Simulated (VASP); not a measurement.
Input of a VASP 6.6.1 run:

File INCAR:

```
PREC = Accurate
ENCUT = 520
EDIFF = 1E-6
ISMEAR = -1
SIGMA = 0.05
LREAL = F
LASPH = T
NELM = 80
ALGO = Normal
ISIF = 2
LWAVE = F
LCHARG = F
GGA = PS
NBANDS = 8
```

File KPOINTS:

```
regular mesh
0
Gamma
  14 14 14
```

File POSCAR:

```
As
1.0
    2.1354490083      0.0000000000      0.0000000000
    0.0000000000      2.1354490083      0.0000000000
    0.0000000000      0.0000000000      2.1354490083
As
1
Direct
    0.0000000000      0.0000000000      0.0000000000
```

Potentials or basis: VASP PAW PBE potentials, release 64 (As).

Launch:

```console
$ cat potpaw_PBE.64/As/POTCAR > POTCAR
$ mpirun -np 1 vasp_std > vasp.out
```

(1) What does it give for the pressure?

Results:

(1) 292.5 GPa.

Caveat: the PAW data sets were made with another functional, which shifts forces and pressure a little.
